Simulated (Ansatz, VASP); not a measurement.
**PtSe2: VASP beside Ansatz**

The input INCAR:

```
PREC = Accurate
ENCUT = 520
EDIFF = 1E-6
ISMEAR = -1
SIGMA = 0.05
LREAL = F
LASPH = T
NELM = 150
ALGO = Normal
ISIF = 2
LWAVE = F
LCHARG = F
MAGMOM = 0 0 0 0 0 0 0 0 0
LORBIT = 11
LSORBIT = T
GGA_COMPAT = F
LORBMOM = T
LMAXMIX = 4
GGA = PE
NBANDS = 35
```

File KPOINTS:

```
regular mesh
0
Gamma
  8 8 5
```

File POSCAR:

```
PtSe2
1.0
    3.6479786689      0.0000000000      0.0000000000
   -1.8239893344      3.1592421997      0.0000000000
    0.0000000000      0.0000000000      4.9586648823
Pt Se
1 2
Direct
    0.0000000000      0.0000000000      0.0000000000
    0.6666666667      0.3333333333      0.7500000000
    0.3333333333      0.6666666667      0.2500000000
```

The input input.yaml:

```yaml
crystal:
  lattice:
    - [3.6479786689, 0.0, 0.0]
    - [-1.8239893344, 3.1592421997, 0.0]
    - [0.0, 0.0, 4.9586648823]
  atoms:
    - { symbol: Pt, position: [0.0, 0.0, 0.0] }
    - { symbol: Se, position: [0.6666666667, 0.3333333333, 0.75] }
    - { symbol: Se, position: [0.3333333333, 0.6666666667, 0.25] }
hamiltonian:
  xc: pbe
  pseudopotentials: { kind: paw_fr }
magnetization:
  noncollinear: true
  spin_orbit: true
kpoints:
  mp_grid: { grid: [8, 8, 5] }
scf:
  occupations: { method: fermi_dirac, width: 0.05 }
output:
  forces: true
  stress: true
  eigenvalues: true
```

Alike in both runs: task single point; functional PBE; k mesh 8 × 8 × 5; occupations fermi-dirac, width 0.05 eV; non-collinear spin, spin-orbit coupling.

|  | VASP | Ansatz |
| --- | --- | --- |
| version | VASP 6.6.1 | Ansatz 0.2.0 |
| potentials or method | VASP PAW PBE potentials, release 64 (Pt, Se) | Ansatz PAW |
| plane-wave cutoff (eV) | 520 | 420 |
| valence electrons in the cell | 22 | 50 |

VASP gave:

```
pressure (GPa)                                                : 17.9
traceless stress, the component that is largest in VASP (GPa) : -3.63
rms of the force components (eV/Å)                            : 0.710
```

Problem. What did Ansatz give for the same quantities?

Solution. Pressure (GPa): 17.7; traceless stress, the component that is largest in VASP (GPa): -3.56; rms of the force components (eV/Å): 0.694.

Atom by atom the forces differ by 0.016 eV/Å (rms over components). VASP's potentials hold 22 valence electrons a cell and Ansatz's 50, so a difference there can come from the potentials and not from the codes.
